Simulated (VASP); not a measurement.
# YRe3 (Pm-3m) in VASP: further runs

The runs below take YRe3 through single point, with PBEsol.

Program: VASP 6.6.1. These are calculated values, not measurements. Logs are shortened: lines on timing, memory, paths and dates and some standing lists are left out, and cuts for length are marked.

## 1. The cell of the first run

It takes space group Pm-3m (No. 221, cubic). Conventional cell: a = 4.012 Å, b = 4.012 Å, c = 4.012 Å, α = 90.00°, β = 90.00°, γ = 90.00°. Y (site symmetry m-3m) has 12 Re at 2.84 Å within 3.7 Å. Within 3.7 Å of Re (site symmetry 4/mmm) lie 4 Y at 2.84 Å and 8 Re at 2.84 Å.

## 2. Single point, PBEsol (volume scaled by 0.960)

Input file INCAR:

```
SYSTEM = YRe3
PREC = Accurate
ENCUT = 520
EDIFF = 1E-6
ISMEAR = 0
SIGMA = 0.05
LREAL = .False.
LASPH = .True.
NELM = 80
ALGO = Normal
ISIF = 2
LWAVE = .False.
LCHARG = .True.
GGA = PS
LELF = .True.
LVHAR = .True.
NBANDS = 24
```

Input file KPOINTS:

```
regular mesh
0
Gamma
  8 8 8
  0 0 0
```

Input file POSCAR:

```
YRe3
1.0
    4.0122984488      0.0000000000      0.0000000000
    0.0000000000      4.0122984488      0.0000000000
    0.0000000000      0.0000000000      4.0122984488
Y Re
1 3
Direct
    0.0000000000      0.0000000000      0.0000000000
    0.0000000000      0.5000000000      0.5000000000
    0.5000000000      0.5000000000      0.0000000000
    0.5000000000      0.0000000000      0.5000000000
```

Potentials or basis: VASP PAW PBE potentials, release 64 (Y_sv, Re).

Launch:

```console
$ cat potpaw_PBE.64/Y_sv/POTCAR potpaw_PBE.64/Re/POTCAR > POTCAR
$ mpirun -np 1 vasp_std > vasp.out
```

OUTCAR:

```text
SYSTEM = YRe3
   PREC = Accurate
   ENCUT = 520
   EDIFF = 1E-6
   ISMEAR = 0
   LREAL = .False.
   LASPH = .True.
   NELM = 80
   ISIF = 2
   GGA = PS

 ion  position               nearest neighbor table
   1  0.000  0.000  0.000-   2 2.84   3 2.84   4 2.84   2 2.84   4 2.84   2 2.84   3 2.84   2 2.84
                             3 2.84   4 2.84   4 2.84   3 2.84
   2  0.000  0.500  0.500-   1 2.84   3 2.84   4 2.84   1 2.84   3 2.84   1 2.84   4 2.84   1 2.84
                             3 2.84   4 2.84   3 2.84   4 2.84
   3  0.500  0.500  0.000-   1 2.84   2 2.84   4 2.84   2 2.84   4 2.84   1 2.84   4 2.84   4 2.84
                             1 2.84   2 2.84   2 2.84   1 2.84
   4  0.500  0.000  0.500-   1 2.84   2 2.84   3 2.84   1 2.84   3 2.84   2 2.84   3 2.84   3 2.84
                             1 2.84   2 2.84   1 2.84   2 2.84

  LATTYP: Found a simple cubic cell.
 ALAT       =     4.0122984488

  Lattice vectors:

 A1 = (   4.0122984488,   0.0000000000,   0.0000000000)
 A2 = (   0.0000000000,   4.0122984488,   0.0000000000)
 A3 = (   0.0000000000,   0.0000000000,   4.0122984488)

Analysis of symmetry for initial positions (statically):
=====================================================================
 Subroutine PRICEL returns:
 Original cell was already a primitive cell.

 Routine SETGRP: Setting up the symmetry group for a
 simple cubic supercell.

 Subroutine GETGRP returns: Found 48 space group operations
 (whereof 48 operations were pure point group operations)
 out of a pool of 48 trial point group operations.

The static configuration has the point symmetry O_h .

Analysis of symmetry for dynamics (positions and initial velocities):
=====================================================================
 Subroutine PRICEL returns:
 Original cell was already a primitive cell.

 Routine SETGRP: Setting up the symmetry group for a
 simple cubic supercell.

 Subroutine GETGRP returns: Found 48 space group operations
 (whereof 48 operations were pure point group operations)
 out of a pool of 48 trial point group operations.

The dynamic configuration has the point symmetry O_h .

 Subroutine INISYM returns: Found 48 space group operations
 (whereof 48 operations are pure point group operations),
 and found     1 'primitive' translations

----------------------------------------------------------------------------------------

                                     Primitive cell

  volume of cell :      64.5921

  direct lattice vectors                    reciprocal lattice vectors
     4.012298449  0.000000000  0.000000000     0.249233703  0.000000000  0.000000000
     0.000000000  4.012298449  0.000000000     0.000000000  0.249233703  0.000000000
     0.000000000  0.000000000  4.012298449     0.000000000  0.000000000  0.249233703

  length of vectors
     4.012298449  4.012298449  4.012298449     0.249233703  0.249233703  0.249233703

  position of ions in fractional coordinates (direct lattice)
     0.000000000  0.000000000  0.000000000
     0.000000000  0.500000000  0.500000000
     0.500000000  0.500000000  0.000000000
     0.500000000  0.000000000  0.500000000

  ion indices of the primitive-cell ions
   primitive index   ion index
                 1           1
                 2           2
                 3           3
                 4           4

----------------------------------------------------------------------------------------

 KPOINTS: regular mesh

Automatic generation of k-mesh.
 Grid dimensions read from file:
 generate k-points for:    8    8    8

 Generating k-lattice:

  Cartesian coordinates                     Fractional coordinates (reciprocal lattice)
     0.031154213  0.000000000  0.000000000     0.125000000  0.000000000  0.000000000
     0.000000000  0.031154213  0.000000000     0.000000000  0.125000000  0.000000000
     0.000000000  0.000000000  0.031154213     0.000000000  0.000000000  0.125000000

  Length of vectors
     0.031154213  0.031154213  0.031154213

  Shift w.r.t. Gamma in fractional coordinates (k-lattice)
     0.000000000  0.000000000  0.000000000

 Subroutine IBZKPT returns following result:
 ===========================================

 Found     35 irreducible k-points:

 Following reciprocal coordinates:
            Coordinates               Weight
  0.000000  0.000000  0.000000      1.000000
  0.125000  0.000000  0.000000      6.000000
  0.250000  0.000000  0.000000      6.000000
  0.375000  0.000000  0.000000      6.000000
  0.500000  0.000000  0.000000      3.000000
  0.125000  0.125000  0.000000     12.000000
[... 16 lines left out ...]
  0.375000  0.375000  0.125000     24.000000
  0.500000  0.375000  0.125000     24.000000
 [... further k-points ...]
   k-points           NKPTS =     35   k-points in BZ     NKDIM =     35   number of bands    NBANDS=     24
   number of dos      NEDOS =    301   number of ions     NIONS =      4
   total plane-waves  NPLWV =  27000
   dimension x,y,z NGX =    30 NGY =   30 NGZ =   30
   dimension x,y,z NGXF=    60 NGYF=   60 NGZF=   60
   ions per type =               1   3
   NGX,Y,Z   is equivalent  to a cutoff of  12.43, 12.43, 12.43 a.u.
   NGXF,Y,Z  is equivalent  to a cutoff of  24.86, 24.86, 24.86 a.u.
 SYSTEM =  YRe3
   PREC   = accura    normal or accurate (medium, high low for compatibility)
   ISTART =      0    job   : 0-new  1-cont  2-samecut
   ICHARG =      2    charge: 1-file 2-atom 10-const
   ISPIN  =      1    spin polarized calculation?
   LNONCOLLINEAR =      F non collinear calculations
   LSORBIT =      F    spin-orbit coupling
   LASPH  =      T    aspherical Exc in radial PAW
   ENCUT  =  520.0 eV  38.22 Ry    6.18 a.u.   7.46  7.46  7.46*2*pi/ulx,y,z
   NELM   =     80;   NELMIN=  2; NELMDL= -5     # of ELM steps
   EDIFF  = 0.1E-05   stopping-criterion for ELM
   LREAL  =      F    real-space projection
   EDIFFG = 0.1E-04   stopping-criterion for IOM
   NSW    =      0    number of steps for IOM
   IBRION =     -1    ionic relax: 0-MD 1-quasi-New 2-CG
   NFREE  =      0    steps in history (QN), initial steepest desc. (CG)
   ISIF   =      2    stress and relaxation
   ISYM   =      2    0-nonsym 1-usesym 2-fastsym
   POTIM  = 0.5000    time-step for ionic-motion
   TEBEG  =    0.0;   TEEND  =   0.0 temperature during run
   PSTRESS=    0.0 pullay stress
   NELECT =      32.0000    total number of electrons
   NUPDOWN=      -1.0000    fix difference up-down
   EMIN   =  10.00;   EMAX   =-10.00  energy-range for DOS
   EFERMI =   0.00;   METHOD = LEGACY
   ISMEAR =     0;   SIGMA  =   0.05  broadening in eV -4-tet -1-fermi 0-gaus
   EFERMI_NEDOS =   21; number of points for ismear=-14 and -15
   IALGO  =     38    algorithm
   IMIX   =      4    mixing-type and parameters
     AMIX     =   0.40;   BMIX     =  1.00
     AMIX_MAG =   1.60;   BMIX_MAG =  1.00
  volume/ion in A,a.u.               =      16.15       108.97
  Fermi-wavevector in a.u.,A,eV,Ry     =   1.295383  2.447919 22.830816  1.678018
  Thomas-Fermi vector in A             =   2.426906
   LORBIT       =      0    0 simple, 1 ext, 2 COOP (PROOUT), +10 PAW based schemes
   GGA     = PS    functional components
   LHFCALC =     F    Hartree Fock is set to
   AEXX    =    0.0000 exact exchange contribution
   IVDW    =     0    specifies the selected vdW correction
   LEPSILON=     F    determine dielectric tensor
   LRPA    =     F    only Hartree local field effects (RPA)
 non-spin polarized calculation
 Gauss-broadening in eV      SIGMA  =   0.05
  energy-cutoff  :      520.00
  volume of cell :       64.59
 maximum number of plane-waves:      1763
 NGX is ok and might be reduce to    30
   NGX = 15   NGY = 15   NGZ = 15

 number of electron      31.9999999 magnetization

 Free energy of the ion-electron system (eV)
  ---------------------------------------------------
  ext. energy  EPLUGINS =         0.00000000
  ---------------------------------------------------
  free energy    TOTEN  =       -43.90462478 eV

  energy without entropy =      -43.90100505  energy(sigma->0) =      -43.90281491

 E-fermi :   6.6508     XC(G=0): -13.1438

 val. band max:        6.6474434015   @ k =   0.5000   0.5000   0.0000
 cond. band min:       6.6653976061   @ k =   0.2500   0.2500   0.0000
 fundamental gap:      0.0179542046
 Fermi energy:         6.6507716104

 k-point     1 :       0.0000    0.0000    0.0000
  band No.  band energies     occupation
      1     -33.5398      2.00000
      2     -13.8339      2.00000
      3     -13.8339      2.00000
      4     -13.8339      2.00000
      5      -1.7429      2.00000
      6       1.2262      2.00000
[... 16 lines left out ...]
     23      10.9347      0.00000
     24      13.5014      0.00000

 k-point     2 :       0.1250    0.0000    0.0000
  band No.  band energies     occupation
      1     -33.5371      2.00000
      2     -13.8785      2.00000
      3     -13.8423      2.00000
      4     -13.8423      2.00000
      5      -1.5031      2.00000
      6       1.3775      2.00000
[... 16 lines left out ...]
     23      11.8091      0.00000
     24      13.3293      0.00000

 k-point     3 :       0.2500    0.0000    0.0000
  band No.  band energies     occupation
      1     -33.5305      2.00000
      2     -13.9834      2.00000
      3     -13.8624      2.00000
      4     -13.8624      2.00000
      5      -0.8294      2.00000
      6       1.7081      2.00000
[... 16 lines left out ...]
     23      11.5350      0.00000
     24      12.8116      0.00000
[... 514 lines left out ...]
 k-point    23 :       0.3750    0.3750    0.1250
  band No.  band energies     occupation
      1     -33.5171      2.00000
      2     -14.0357      2.00000
      3     -13.9946      2.00000
      4     -13.9251      2.00000
      5       1.3229      2.00000
      6       2.6246      2.00000
[... 16 lines left out ...]
     23      11.5432      0.00000
     24      11.7681      0.00000

 k-point    24 :       0.5000    0.3750    0.1250
  band No.  band energies     occupation
      1     -33.5162      2.00000
      2     -14.0330      2.00000
      3     -14.0058      2.00000
      4     -13.9307      2.00000
      5       1.7410      2.00000
      6       2.2881      2.00000
[... 16 lines left out ...]
     23      11.4974      0.00000
     24      11.8680      0.00000

 [... further k-points ...]

------------------------ aborting loop because EDIFF is reached ----------------------------------------

  FORCE on cell =-STRESS in cart. coord.  units (eV):
  Direction    XX          YY          ZZ          XY          YZ          ZX
  --------------------------------------------------------------------------------------
  -------------------------------------------------------------------------------------
  Total        4.0498054      4.0498054      4.0498054     -0.0000000     -0.0000000     -0.0000000
  in kB      100.4534950    100.4534950    100.4534950     -0.0000000     -0.0000000     -0.0000000
  external PRESSURE =     100.4534950 kB  Pullay stress =       0.0000000 kB

 VOLUME and BASIS-vectors are now :
 -----------------------------------------------------------------------------
  energy-cutoff  :      520.00
  volume of cell :       64.59
      direct lattice vectors                 reciprocal lattice vectors
     4.012298449  0.000000000  0.000000000     0.249233703  0.000000000  0.000000000
     0.000000000  4.012298449  0.000000000     0.000000000  0.249233703  0.000000000
     0.000000000  0.000000000  4.012298449     0.000000000  0.000000000  0.249233703

 POSITION                                       TOTAL-FORCE (eV/Angst)
 -----------------------------------------------------------------------------------
      0.00000      0.00000      0.00000         0.000000      0.000000      0.000000
      0.00000      2.00615      2.00615         0.000000      0.000000      0.000000
      2.00615      2.00615      0.00000         0.000000      0.000000      0.000000
      2.00615      0.00000      2.00615         0.000000      0.000000      0.000000
 -----------------------------------------------------------------------------------
    total drift:                                0.000000      0.000000     -0.000000

  FREE ENERGIE OF THE ION-ELECTRON SYSTEM (eV)
  ---------------------------------------------------
  free  energy   TOTEN  =       -43.9046247759 eV

  energy  without entropy=      -43.9010050476  energy(sigma->0) =      -43.90281491
```

It took 2.5 min on 1 thread of AMD EPYC 7R13, shared host; peak memory 0.19 GiB.

Results:

* Free energy: -43.9046 eV
* Pressure: 10.0 GPa
* Band gap on the k mesh: zero (band 16 reaches 8.62 eV, above the bottom of band 17 at 6.32 eV)

Levels at points of the mesh, in eV from the Fermi level:
| k point | band 12 | band 13 | band 14 | band 15 | band 16 | band 17 | band 18 | band 19 | band 20 | band 21 |
| --- | --- | --- | --- | --- | --- | --- | --- | --- | --- | --- |
| (0.00, 0.00, 0.00) | -0.66 | -0.66 | -0.66 | 1.95 | 1.95 | 3.56 | 3.82 | 3.82 | 3.82 | 4.28 |
| (0.50, 0.00, 0.00) | -2.07 | -1.95 | -1.95 | -0.64 | -0.36 | 0.27 | 0.72 | 0.72 | 2.35 | 3.50 |
| (0.50, 0.50, 0.00) | -1.92 | -1.92 | -1.78 | -1.60 | -0.50 | -0.14 | 0.00 | 0.00 | 1.07 | 1.17 |
| (0.50, 0.50, 0.50) | -0.86 | -0.86 | -0.86 | 0.00 | 0.00 | 0.16 | 2.11 | 2.11 | 2.11 | 3.62 |

Caveat: the PAW data sets were made with another functional, which shifts forces and pressure a little; spin-orbit coupling is left out, which moves the levels of the heavy elements.

(Continued in part 2 of 2.)
